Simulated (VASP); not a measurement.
A run of VASP 6.6.1 is set up as follows.

INCAR

```
PREC = Accurate
ENCUT = 520
EDIFF = 1E-6
ISMEAR = 0
SIGMA = 0.1
LREAL = Auto
LASPH = T
NELM = 150
ALGO = Normal
ISIF = 2
LWAVE = F
LCHARG = F
ISPIN = 2
MAGMOM = 0 0 2 1 0 0 0 0 0 0 0 0 0 0 0 0
LORBIT = 11
LMAXMIX = 4
GGA = PE
NBANDS = 65
```

The input KPOINTS:

```
Automatic mesh
0
Gamma
  4 4 4
```

The input POSCAR:

```
Cs2VIrC6N6
1.0
    0.0000000000      5.0945000000      5.0945000000
    5.0945000000      0.0000000000      5.0945000000
    5.0945000000      5.0945000000      0.0000000000
Cs V Ir C N
2 1 1 6 6
Direct
    0.2500000000      0.2500000000      0.2500000000
    0.7500000000      0.7500000000      0.7500000000
    0.0000000000      0.0000000000      0.0000000000
    0.5000000000      0.5000000000      0.5000000000
    0.8118559200      0.1881440800      0.1881440800
    0.1881440800      0.8118559200      0.1881440800
    0.1881440800      0.1881440800      0.8118559200
    0.1881440800      0.8118559200      0.8118559200
    0.8118559200      0.1881440800      0.8118559200
    0.8118559200      0.8118559200      0.1881440800
    0.6970262000      0.3029738000      0.3029738000
    0.3029738000      0.6970262000      0.3029738000
    0.3029738000      0.3029738000      0.6970262000
    0.3029738000      0.6970262000      0.6970262000
    0.6970262000      0.3029738000      0.6970262000
    0.6970262000      0.6970262000      0.3029738000
```

Potentials or basis: VASP PAW PBE potentials, release 64 (Cs_sv, V_sv, Ir, C, N).

Launch:

```console
$ cat potpaw_PBE.64/Cs_sv/POTCAR potpaw_PBE.64/V_sv/POTCAR potpaw_PBE.64/Ir/POTCAR potpaw_PBE.64/C/POTCAR potpaw_PBE.64/N/POTCAR > POTCAR
$ mpirun -np 1 vasp_std > vasp.out
```

Task: What does it give for the site moments?

Result: Cs +0.00; V +1.08; Ir +0.12; C -0.02; N +0.08 μB.

Task: What does it give for the net moment?

Result: 2.00 μB per cell.

Task: What does it give for the band gap on the k mesh?

Result: Zero (filled and empty bands overlap).

Task: Estimate the pressure.

Result: 8.6 GPa.

Forces in eV/Å, atoms in the order of the input:
```
Cs   0.000  0.000  0.000
Cs   0.000  0.000  0.000
V    0.000  0.000  0.000
Ir   0.000  0.000  0.000
C   -0.267  0.000  0.000
C    0.000 -0.267  0.000
C    0.000  0.000 -0.267
C    0.267  0.000  0.000
C    0.000  0.267  0.000
C    0.000  0.000  0.267
N    2.687  0.000  0.000
N    0.000  2.687  0.000
N    0.000  0.000  2.687
N   -2.687  0.000  0.000
N    0.000 -2.687  0.000
N    0.000  0.000 -2.687
```

Caveat: the cell stands under pressure; spin-orbit coupling is left out, which moves the levels of the heavy elements; forces of over 1 eV/Å act on the atoms, so gaps and moduli don't describe the material at rest. With open d or f shells a metallic result of PBE can be an artefact of self-interaction; +U or a hybrid may open a gap.
